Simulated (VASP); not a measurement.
# Ir (Fd-3m) in VASP: further runs

Ir is run at these levels: LDA; tasks: single point, relaxation of cell and atoms.

All numbers are computed with VASP 6.6.1; they aren't measurements. Logs are shortened: lines on timing, memory, paths and dates and some standing lists are left out, and cuts for length are marked.

## 1. The cell of the first run

The structure is cubic, space group Fd-3m (No. 227). Conventional cell: a = 5.688 Å, b = 5.688 Å, c = 5.688 Å, α = 90.00°, β = 90.00°, γ = 90.00°. Ir (site symmetry -43m) has 4 Ir at 2.46 Å within 3.3 Å.

## 2. Single point, LDA (volume scaled by 1.12)

The input, INCAR:

```
PREC = Accurate
ENCUT = 520
EDIFF = 1E-6
ISMEAR = -1
SIGMA = 0.1
LREAL = False
LASPH = True
NELM = 80
ALGO = Normal
ISIF = 2
LWAVE = False
LCHARG = True
GGA = CA
LELF = True
LVHAR = True
NBANDS = 16
```

The input, KPOINTS:

```
regular mesh
0
Gamma
  11 11 11
```

The input, POSCAR:

```
Ir
1.0
    0.0000000000      2.8439925633      2.8439925633
    2.8439925633      0.0000000000      2.8439925633
    2.8439925633      2.8439925633      0.0000000000
Ir
2
Direct
    0.1250000000      0.1250000000      0.1250000000
    0.8750000000      0.8750000000      0.8750000000
```

Potentials or basis: VASP PAW LDA potentials, release 64 (Ir).

On the command line:

```sh
> cat potpaw_LDA.64/Ir/POTCAR > POTCAR
> mpirun -np 1 vasp_std > vasp.out
```

OUTCAR:

```text
PREC = Accurate
   ENCUT = 520
   EDIFF = 1E-6
   ISMEAR = -1
   LREAL = False
   LASPH = True
   NELM = 80
   ISIF = 2
   GGA = CA

 ion  position               nearest neighbor table
   1  0.125  0.125  0.125-   2 2.46   2 2.46   2 2.46   2 2.46
   2  0.875  0.875  0.875-   1 2.46   1 2.46   1 2.46   1 2.46

  LATTYP: Found a face centered cubic cell.
 ALAT       =     5.6879851266

  Lattice vectors:

 A1 = (   0.0000000000,   2.8439925633,   2.8439925633)
 A2 = (   2.8439925633,   0.0000000000,   2.8439925633)
 A3 = (   2.8439925633,   2.8439925633,   0.0000000000)

Analysis of symmetry for initial positions (statically):
=====================================================================
 Subroutine PRICEL returns:
 Original cell was already a primitive cell.

 Routine SETGRP: Setting up the symmetry group for a
 face centered cubic supercell.

 Subroutine GETGRP returns: Found 48 space group operations
 (whereof 12 operations were pure point group operations)
 out of a pool of 48 trial point group operations.

The static configuration has the point symmetry D_3d.
 The point group associated with its full space group is O_h .

Analysis of symmetry for dynamics (positions and initial velocities):
=====================================================================
 Subroutine PRICEL returns:
 Original cell was already a primitive cell.

 Routine SETGRP: Setting up the symmetry group for a
 face centered cubic supercell.

 Subroutine GETGRP returns: Found 48 space group operations
 (whereof 12 operations were pure point group operations)
 out of a pool of 48 trial point group operations.

The dynamic configuration has the point symmetry D_3d.
 The point group associated with its full space group is O_h .

 Subroutine INISYM returns: Found 48 space group operations
 (whereof 12 operations are pure point group operations),
 and found     1 'primitive' translations

----------------------------------------------------------------------------------------

                                     Primitive cell

  volume of cell :      46.0061

  direct lattice vectors                    reciprocal lattice vectors
     0.000000000  2.843992563  2.843992563    -0.175809180  0.175809180  0.175809180
     2.843992563  0.000000000  2.843992563     0.175809180 -0.175809180  0.175809180
     2.843992563  2.843992563  0.000000000     0.175809180  0.175809180 -0.175809180

  length of vectors
     4.022012854  4.022012854  4.022012854     0.304510432  0.304510432  0.304510432

  position of ions in fractional coordinates (direct lattice)
     0.125000000  0.125000000  0.125000000
     0.875000000  0.875000000  0.875000000

  ion indices of the primitive-cell ions
   primitive index   ion index
                 1           1
                 2           2

----------------------------------------------------------------------------------------

 KPOINTS: regular mesh

Automatic generation of k-mesh.
 Grid dimensions read from file:
 generate k-points for:   11   11   11

 Generating k-lattice:

  Cartesian coordinates                     Fractional coordinates (reciprocal lattice)
    -0.015982653  0.015982653  0.015982653     0.090909091  0.000000000  0.000000000
     0.015982653 -0.015982653  0.015982653     0.000000000  0.090909091  0.000000000
     0.015982653  0.015982653 -0.015982653     0.000000000  0.000000000  0.090909091

  Length of vectors
     0.027682767  0.027682767  0.027682767

  Shift w.r.t. Gamma in fractional coordinates (k-lattice)
     0.000000000  0.000000000  0.000000000

 Subroutine IBZKPT returns following result:
 ===========================================

 Found     56 irreducible k-points:

 Following reciprocal coordinates:
            Coordinates               Weight
  0.000000  0.000000  0.000000      1.000000
  0.090909  0.000000  0.000000      8.000000
  0.181818  0.000000  0.000000      8.000000
  0.272727  0.000000  0.000000      8.000000
  0.363636  0.000000  0.000000      8.000000
  0.454545  0.000000  0.000000      8.000000
[... 16 lines left out ...]
 -0.272727  0.181818  0.000000     24.000000
 -0.181818  0.181818  0.000000     12.000000
 [... further k-points ...]
   k-points           NKPTS =     56   k-points in BZ     NKDIM =     56   number of bands    NBANDS=     16
   number of dos      NEDOS =    301   number of ions     NIONS =      2
   total plane-waves  NPLWV =  27000
   dimension x,y,z NGX =    30 NGY =   30 NGZ =   30
   dimension x,y,z NGXF=    60 NGYF=   60 NGZF=   60
   ions per type =               2
   NGX,Y,Z   is equivalent  to a cutoff of  12.40, 12.40, 12.40 a.u.
   NGXF,Y,Z  is equivalent  to a cutoff of  24.80, 24.80, 24.80 a.u.
 SYSTEM =  unknown system
   PREC   = accura    normal or accurate (medium, high low for compatibility)
   ISTART =      0    job   : 0-new  1-cont  2-samecut
   ICHARG =      2    charge: 1-file 2-atom 10-const
   ISPIN  =      1    spin polarized calculation?
   LNONCOLLINEAR =      F non collinear calculations
   LSORBIT =      F    spin-orbit coupling
   LASPH  =      T    aspherical Exc in radial PAW
   ENCUT  =  520.0 eV  38.22 Ry    6.18 a.u.   7.48  7.48  7.48*2*pi/ulx,y,z
   NELM   =     80;   NELMIN=  2; NELMDL= -5     # of ELM steps
   EDIFF  = 0.1E-05   stopping-criterion for ELM
   LREAL  =      F    real-space projection
   EDIFFG = 0.1E-04   stopping-criterion for IOM
   NSW    =      0    number of steps for IOM
   IBRION =     -1    ionic relax: 0-MD 1-quasi-New 2-CG
   NFREE  =      0    steps in history (QN), initial steepest desc. (CG)
   ISIF   =      2    stress and relaxation
   ISYM   =      2    0-nonsym 1-usesym 2-fastsym
   POTIM  = 0.5000    time-step for ionic-motion
   TEBEG  =    0.0;   TEEND  =   0.0 temperature during run
   PSTRESS=    0.0 pullay stress
   NELECT =      18.0000    total number of electrons
   NUPDOWN=      -1.0000    fix difference up-down
   EMIN   =  10.00;   EMAX   =-10.00  energy-range for DOS
   EFERMI =   0.00;   METHOD = LEGACY
   ISMEAR =    -1;   SIGMA  =   0.10  broadening in eV -4-tet -1-fermi 0-gaus
   EFERMI_NEDOS =   21; number of points for ismear=-14 and -15
   IALGO  =     38    algorithm
   IMIX   =      4    mixing-type and parameters
     AMIX     =   0.40;   BMIX     =  1.00
     AMIX_MAG =   1.60;   BMIX_MAG =  1.00
  volume/ion in A,a.u.               =      23.00       155.23
  Fermi-wavevector in a.u.,A,eV,Ry     =   1.197367  2.262695 19.506499  1.433687
  Thomas-Fermi vector in A             =   2.333283
   LORBIT       =      0    0 simple, 1 ext, 2 COOP (PROOUT), +10 PAW based schemes
   GGA     = CA    functional components
   LHFCALC =     F    Hartree Fock is set to
   AEXX    =    0.0000 exact exchange contribution
   IVDW    =     0    specifies the selected vdW correction
   LEPSILON=     F    determine dielectric tensor
   LRPA    =     F    only Hartree local field effects (RPA)
 non-spin polarized calculation
  energy-cutoff  :      520.00
  volume of cell :       46.01
 maximum number of plane-waves:      1258
 NGX is ok and might be reduce to    30
   NGX = 15   NGY = 15   NGZ = 15

 number of electron      17.9999999 magnetization

 Free energy of the ion-electron system (eV)
  ---------------------------------------------------
  ext. energy  EPLUGINS =         0.00000000
  ---------------------------------------------------
  free energy    TOTEN  =       -17.95129534 eV

  energy without entropy =      -17.87032393  energy(sigma->0) =      -17.91080964

 E-fermi :   4.2201     XC(G=0): -11.0838

 val. band max:        4.2173914195   @ k =  -0.2727   0.3636   0.0909
 cond. band min:       4.2289221230   @ k =  -0.1818   0.1818   0.0000
 fundamental gap:      0.0115307035
 Fermi energy:         4.2200653771

 k-point     1 :       0.0000    0.0000    0.0000
  band No.  band energies     occupation
      1      -3.2679      2.00000
      2      -0.3525      2.00000
      3      -0.3525      2.00000
      4      -0.0742      2.00000
      5      -0.0742      2.00000
      6      -0.0742      2.00000
[... 8 lines left out ...]
     15      16.2932      0.00000
     16      16.2932      0.00000

 k-point     2 :       0.0909    0.0000    0.0000
  band No.  band energies     occupation
      1      -3.1349      2.00000
      2      -0.4621      2.00000
      3      -0.4621      2.00000
      4      -0.0892      2.00000
      5       0.0833      2.00000
      6       0.0833      2.00000
[... 8 lines left out ...]
     15      15.6363      0.00000
     16      15.8344      0.00000

 k-point     3 :       0.1818    0.0000    0.0000
  band No.  band energies     occupation
      1      -2.7572      2.00000
      2      -0.5645      2.00000
      3      -0.5645      2.00000
      4      -0.1270      2.00000
      5       0.2887      2.00000
      6       0.2887      2.00000
[... 8 lines left out ...]
     15      14.6057      0.00000
     16      16.4152      0.00000

 k-point     4 :       0.2727    0.0000    0.0000
  band No.  band energies     occupation
      1      -2.2098      2.00000
      2      -0.5684      2.00000
      3      -0.5684      2.00000
      4      -0.1757      2.00000
      5       0.3564      2.00000
      6       0.3564      2.00000
[... 8 lines left out ...]
     15      14.0861      0.00000
     16      16.7104      0.00000
[... 324 lines left out ...]
 k-point    22 :      -0.3636    0.1818    0.0000
  band No.  band energies     occupation
      1      -1.0891      2.00000
      2      -0.6899      2.00000
      3      -0.6288      2.00000
      4      -0.1549      2.00000
      5       0.1323      2.00000
      6       0.8132      2.00000
[... 8 lines left out ...]
     15      14.2634      0.00000
     16      17.4451      0.00000

 k-point    23 :      -0.2727    0.1818    0.0000
  band No.  band energies     occupation
      1      -1.4787      2.00000
      2      -0.7675      2.00000
      3      -0.5348      2.00000
      4      -0.1051      2.00000
      5       0.0246      2.00000
      6       0.9445      2.00000
[... 8 lines left out ...]
     15      14.4682      0.00000
     16      17.0584      0.00000

 k-point    24 :      -0.1818    0.1818    0.0000
  band No.  band energies     occupation
      1      -2.0087      2.00000
      2      -0.8115      2.00000
      3      -0.3312      2.00000
      4      -0.2754      2.00000
      5       0.1300      2.00000
      6       0.8340      2.00000
[... 8 lines left out ...]
     15      14.6632      0.00000
     16      16.5350      0.00000

 [... further k-points ...]

------------------------ aborting loop because EDIFF is reached ----------------------------------------

  FORCE on cell =-STRESS in cart. coord.  units (eV):
  Direction    XX          YY          ZZ          XY          YZ          ZX
  --------------------------------------------------------------------------------------
  -------------------------------------------------------------------------------------
  Total       -5.1977091     -5.1977091     -5.1977091     -0.0000000     -0.0000000      0.0000000
  in kB     -181.0119236   -181.0119236   -181.0119236     -0.0000000     -0.0000000      0.0000000
  external PRESSURE =    -181.0119236 kB  Pullay stress =       0.0000000 kB

 VOLUME and BASIS-vectors are now :
 -----------------------------------------------------------------------------
  energy-cutoff  :      520.00
  volume of cell :       46.01
      direct lattice vectors                 reciprocal lattice vectors
     0.000000000  2.843992563  2.843992563    -0.175809180  0.175809180  0.175809180
     2.843992563  0.000000000  2.843992563     0.175809180 -0.175809180  0.175809180
     2.843992563  2.843992563  0.000000000     0.175809180  0.175809180 -0.175809180

 POSITION                                       TOTAL-FORCE (eV/Angst)
 -----------------------------------------------------------------------------------
      0.71100      0.71100      0.71100        -0.000000     -0.000000     -0.000000
      4.97699      4.97699      4.97699         0.000000      0.000000      0.000000
 -----------------------------------------------------------------------------------
    total drift:                               -0.000000      0.000000      0.000000

  FREE ENERGIE OF THE ION-ELECTRON SYSTEM (eV)
  ---------------------------------------------------
  free  energy   TOTEN  =       -17.9512953406 eV

  energy  without entropy=      -17.8703239336  energy(sigma->0) =      -17.91080964
```

Run time: 22 s. Hardware: 1 thread of AMD EPYC 9R45 (Zen 5), shared host; peak memory 0.14 GiB.

Results:

```yaml
Free_energy: -17.9513 eV
Pressure: -18.1 GPa
Band_gap_on_the_k_mesh: zero (band 9 reaches 5.06 eV, above the bottom of band 10 at 3.80 eV)
```

Caveat: the cell differs from its parent crystal (volume scaled by 1.12); spin-orbit coupling is left out, which moves the levels of the heavy elements.

## 3. Relaxation of cell and atoms, LDA

This run uses another cell than the first one, of 19.10 Å³/atom, 0.830 times its volume.

The input, INCAR:

```
SYSTEM = Ir
PREC = Accurate
ENCUT = 600
EDIFF = 1E-7
ISMEAR = -1
SIGMA = 0.1
LREAL = .False.
LASPH = .True.
NELM = 80
ALGO = Normal
ISIF = 3
LWAVE = .False.
LCHARG = .False.
IBRION = 2
NSW = 80
EDIFFG = -0.01
```

The input, KPOINTS:

```
regular mesh
0
Gamma
  10 10 10
  0 0 0
```

The input, POSCAR:

```
Ir
1.0
    0.0000000000      2.6731374252      2.6731374252
    2.6731374252      0.0000000000      2.6731374252
    2.6731374252      2.6731374252      0.0000000000
Ir
2
Direct
    0.1250000000      0.1250000000      0.1250000000
    0.8750000000      0.8750000000      0.8750000000
```

Potentials or basis: VASP PAW LDA potentials, release 64 (Ir).

On the command line:

```sh
> cat potpaw_LDA.64/Ir/POTCAR > POTCAR
> mpirun -np 1 vasp_std > vasp.out
```

Wall time 90 s (1 thread of AMD EPYC 9R45 (Zen 5), shared host); peak memory 0.14 GiB.

It converged, with:

| Item | Value |
| --- | --- |
| Free energy | -18.2586 eV |
| Relaxed volume | 20.56 Å³/atom |
| Relaxed cell | a = 3.874 Å, b = 3.874 Å, c = 3.874 Å, α = 60.00°, β = 60.00°, γ = 60.00° |
| Space group after relaxing (to 0.05 Å) | Fd-3m (No. 227) |
| Energy gained by relaxing | 78.8 meV/atom |
| Ionic steps | 16 |
| Pressure after relaxing | 0.1 GPa |
| Band gap on the k mesh | zero (band 9 reaches 6.65 eV, above the bottom of band 10 at 4.92 eV) |

Step by step:
```tsv
step	energy change (eV)	largest force (eV/Å)	pressure (GPa)	volume (Å³)
1	0.0000	0.0000	18.49	38.20
2	0.9883	0.0000	-27.49	51.73
3	-0.1562	0.0000	-1.48	41.43
4	-0.1576	0.0000	-0.16	41.16
5	-0.1576	0.0000	0.15	41.10
6	-0.1576	0.0000	0.15	41.10
7	-0.1576	0.0000	0.13	41.10
8	-0.1576	0.0000	0.13	41.10
9	-0.1576	0.0000	0.13	41.10
10	-0.1576	0.0000	0.13	41.11
11	-0.1576	0.0000	0.13	41.11
12	-0.1576	0.0000	0.13	41.11
13	-0.1576	0.0000	0.13	41.11
14	-0.1576	0.0000	0.12	41.11
15	-0.1576	0.0000	0.10	41.11
16	-0.1576	0.0000	0.08	41.11
```

Final structure:
```xyz
2
Lattice="0.0000 2.7394 2.7394 2.7394 0.0000 2.7394 2.7394 2.7394 0.0000" Properties=species:S:1:pos:R:3 pbc="T T T"
Ir    0.6849    0.6849    0.6849
Ir    4.7939    4.7939    4.7939
```

Levels at points of the mesh, in eV from the Fermi level:
| k point | band 6 | band 7 | band 8 | band 9 | band 10 | band 11 | band 12 | band 13 |
| --- | --- | --- | --- | --- | --- | --- | --- | --- |
| (0.00, 0.00, 0.00) | -4.91 | -1.86 | -1.86 | -1.86 | 0.91 | 0.91 | 11.05 | 11.06 |
| (0.50, 0.00, 0.00) | -4.98 | -2.09 | -1.02 | -1.02 | 0.29 | 0.29 | 1.52 | 9.05 |
| (0.50, 0.50, 0.00) | -3.80 | -2.61 | -2.61 | 0.62 | 0.62 | 2.07 | 2.07 | 3.79 |

Caveat: spin-orbit coupling is left out, which moves the levels of the heavy elements.

## 4. Single point, LDA

This run uses another cell than the first one, of 20.54 Å³/atom, 0.893 times its volume.

The input, INCAR:

```
PREC     = Accurate       # precision mode
ENCUT    = 520            # plane-wave cutoff, eV
EDIFF    = 1E-6           # SCF threshold, eV
ISMEAR   = -1             # smearing method
SIGMA    = 0.1            # smearing width, eV
LREAL    = F              # projectors in reciprocal space
LASPH    = T              # aspherical terms in the spheres
NELM     = 80             # most SCF steps
ALGO     = Normal         # electronic algorithm
ISIF     = 2              # what is computed and relaxed
LWAVE    = F              # write WAVECAR
LCHARG   = F              # write CHGCAR
NBANDS   = 16             # bands
```

The input, KPOINTS:

```
Automatic mesh
0
Gamma
  16 16 16
```

The input, POSCAR:

```
Ir
1.0
    0.0000000000      2.7385611881      2.7385611881
    2.7385611881      0.0000000000      2.7385611881
    2.7385611881      2.7385611881      0.0000000000
Ir
2
Direct
    0.1250000000      0.1250000000      0.1250000000
    0.8750000000      0.8750000000      0.8750000000
```

On the command line:

```sh
> cat potpaw_LDA.64/Ir/POTCAR > POTCAR
> mpirun -np 1 vasp_std > vasp.out
```

It took 49 s on 1 thread of AMD EPYC 9R45 (Zen 5), shared host; peak memory 0.18 GiB.

Results (log left out):

| Item | Value |
| --- | --- |
| Free energy | -18.2592 eV |
| Pressure | 0.2 GPa |
| Band gap on the k mesh | zero (band 9 reaches 6.75 eV, above the bottom of band 10 at 4.94 eV) |

Levels at points of the mesh, in eV from the Fermi level:
```tsv
k point	band 5	band 6	band 7	band 8	band 9	band 10	band 11	band 12	band 13	band 14
(0.00, 0.00, 0.00)	-4.91	-4.91	-1.86	-1.86	-1.86	0.91	0.91	11.06	11.07	12.65
(0.50, 0.00, 0.00)	-4.99	-4.99	-2.09	-1.02	-1.02	0.29	0.29	1.53	9.06	9.06
(0.50, 0.50, 0.00)	-3.80	-3.80	-2.61	-2.61	0.63	0.63	2.07	2.07	3.79	3.79
```

Caveat: spin-orbit coupling is left out, which moves the levels of the heavy elements.

## 5. Single point, LDA, non-collinear spin, zero start, spin-orbit coupling

This run uses another cell than the first one, of 20.54 Å³/atom, 0.893 times its volume.

The input, INCAR:

```
PREC = Accurate ; ENCUT = 520
EDIFF = 1E-6 ; ISMEAR = -1
SIGMA = 0.1 ; LREAL = False
LASPH = True ; NELM = 150
ALGO = Normal ; ISIF = 2
LWAVE = False ; LCHARG = False
MAGMOM = 0 0 0 0 0 0 ; LORBIT = 11
LSORBIT = True ; GGA_COMPAT = False
LORBMOM = True ; LMAXMIX = 4
GGA = CA ; NBANDS = 30
```

The input, KPOINTS:

```
Automatic mesh
0
Gamma
  10 10 10
```

POSCAR is that of step 4.

On the command line:

```sh
> cat potpaw_LDA.64/Ir/POTCAR > POTCAR
> mpirun -np 1 vasp_ncl > vasp.out
```

It took 69 s on 1 thread of AMD EPYC 9R45 (Zen 5), shared host; peak memory 0.23 GiB.

The run converged. Its results:

```yaml
Free_energy: -19.0489 eV
Pressure: 0.6 GPa
Net_moment: 0.00 μB per cell
Valence_electrons_inside_the_program's_atomic_spheres: Ir 8.47
```

Moments on the atoms (μB; x, y, z):
```
Ir  0.00 0.00 0.00
Ir  0.00 0.00 0.00
```

## 6. The runs side by side

| task | spin | cell | k mesh | cutoff (eV) | gap on the mesh (eV) | pressure (GPa) |
| --- | --- | --- | --- | --- | --- | --- |
| single point | off | a = 4.022 Å, angles 60.0°, 2 atoms | 11 × 11 × 11 | 520 | none | -18.1 |
| relaxation of cell and atoms | off | relaxed from a = 3.780 Å, angles 60.0°, 2 atoms | 10 × 10 × 10 | 600 | none | 0.1 |
| single point | off | a = 3.873 Å, angles 60.0°, 2 atoms | 16 × 16 × 16 | 520 | none | 0.2 |
| single point | non-collinear, zero start, SOC | a = 3.873 Å, angles 60.0°, 2 atoms | 10 × 10 × 10 | 520 | - | 0.6 |

Alike in all rows: level LDA; potentials or basis VASP PAW LDA potentials, release 64 (Ir); smearing fermi-dirac 0.1 eV.

Caveats: spin-orbit coupling is left out, which moves the levels of the heavy elements (some runs).

Total energies depend on the potentials used, so only differences within one code and one set of settings carry meaning.
